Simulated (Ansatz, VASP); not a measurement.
Two plane-wave programs on Pb

```
Pb
1.0
     6.04567    0.00000    0.00000
    -3.02284    5.23571    0.00000
     0.00000    0.00000    3.59656
Pb
3
Cartesian
  -3.0228 5.2357 0.0000
  0.0000 3.4905 1.7983
  3.0228 1.7452 1.7983
```

Alike in both runs: task single point; functional BLYP; k mesh 7 × 7 × 10; occupations fermi-dirac, width 0.1 eV; no spin polarisation.

```csv
,VASP,Ansatz
version,VASP 6.6.1,Ansatz 0.2.0
potentials or method,"VASP PAW PBE potentials, release 64 (Pb_d), cutoff 520 eV","plane waves (420 eV) with PAW, scalar-relativistic"
valence electrons in the cell,42,42
```

VASP gave:

* pressure (GPa): -1.9
* traceless stress, the component that is largest in VASP (GPa): -0.39

**Question.** Estimate Ansatz's values.

**Answer.** Pressure (GPa): -2.0; traceless stress, the component that is largest in VASP (GPa): -0.39.

VASP's potentials were made for PBE, not for BLYP.

Neither program's run includes spin-orbit coupling.
